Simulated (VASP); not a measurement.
**VH2: single point with PBEsol**

Crystal: VH2.

```
V H
1.0
     2.95629    0.00000    0.00000
     1.47815    2.56022    0.00000
     1.47815    0.85341    2.41380
V H
1 2
Direct
  0.00000 0.00000 0.00000
  0.25000 0.25000 0.25000
  0.75000 0.75000 0.75000
```

```yaml
Program: VASP 6.6.1
Task: single point
Functional: PBEsol
Potentials_or_basis: VASP PAW PBE potentials, release 64 (V_sv, H)
Cutoff: 520 eV
k_mesh: 11 × 11 × 11
Occupations: fermi-dirac, width 0.1 eV
Spin: collinear spin, ferromagnetic start
Starting_moments: "[2.0, 0.0, 0.0] μB"
```

```json
{"Pressure": "-2.0 GPa", "Net moment": "0.00 μB per cell", "Valence electrons inside the program's atomic spheres": "V 11.69; H 0.61"}
```

Levels at points of the mesh, in eV from the Fermi level:
Spin up:
```tsv
k point	band 5	band 6	band 7	band 8	band 9	band 10	band 11	band 12
(0.00, 0.00, 0.00)	-11.68	-1.02	-1.02	-1.02	0.82	0.82	1.34	16.36
```
Spin down:
| k point | band 6 | band 7 | band 8 | band 9 | band 10 | band 11 |
| --- | --- | --- | --- | --- | --- | --- |
| (0.00, 0.00, 0.00) | -1.02 | -1.02 | -1.02 | 0.82 | 0.82 | 1.34 |

It used 79 s of CPU time on 1 thread of AMD EPYC 7R13 Processor (Zen 3), on a shared host.

Caveat: the PAW data sets were made with another functional, which shifts forces and pressure a little.
